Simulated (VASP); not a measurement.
Here is a VASP 6.6.1 calculation.

INCAR

```
PREC     = Accurate       # precision mode
ENCUT    = 520            # plane-wave cutoff, eV
EDIFF    = 1E-6           # SCF threshold, eV
ISMEAR   = 0              # smearing method
SIGMA    = 0.15           # smearing width, eV
LREAL    = F              # projectors in reciprocal space
LASPH    = T              # aspherical terms in the spheres
NELM     = 60             # most SCF steps
ALGO     = Normal         # electronic algorithm
ISIF     = 2              # what is computed and relaxed
LWAVE    = F              # write WAVECAR
LCHARG   = T              # write CHGCAR
GGA      = PE             # functional
LELF     = T              # ELF
LVHAR    = T            
NBANDS   = 24             # bands
```

Contents of KPOINTS:

```
regular mesh
0
Gamma
  14 14 10
```

The input POSCAR:

```
TaN
1.0
    0.0000000000     -2.2081122572     -2.2081122572
    0.0000000000      2.2081122572     -2.2081122572
    4.4162245144      0.0000000000      0.0000000000
Ta N
2 2
Direct
    0.5364019952      0.4635980048     -0.0136772867
   -0.0364019952      0.0364019952      0.5136772867
    0.4594223529      0.5405776471      0.4690912453
    0.0405776471     -0.0405776471      0.0309087547
```

Potentials or basis: VASP PAW PBE potentials, release 64 (Ta_pv, N).

Run with:

```sh
$ cat potpaw_PBE.64/Ta_pv/POTCAR potpaw_PBE.64/N/POTCAR > POTCAR
$ mpirun -np 1 vasp_std > vasp.out
```

Question: Predict the largest force.

Answer: 1.048 eV/Å.

Question: Estimate the pressure.

Answer: 1.7 GPa.

Stress tensor (GPa, compression positive):
```
 4.64 -1.88  0.00
-1.88  5.86  0.00
 0.00  0.00 -5.54
```

Caveat: the cell differs from its parent crystal (mode 1 frozen in at -0.137 Å and mode 2 at -0.179 Å (largest displacements)); forces of over 1 eV/Å act on the atoms, so gaps and moduli don't describe the material at rest.
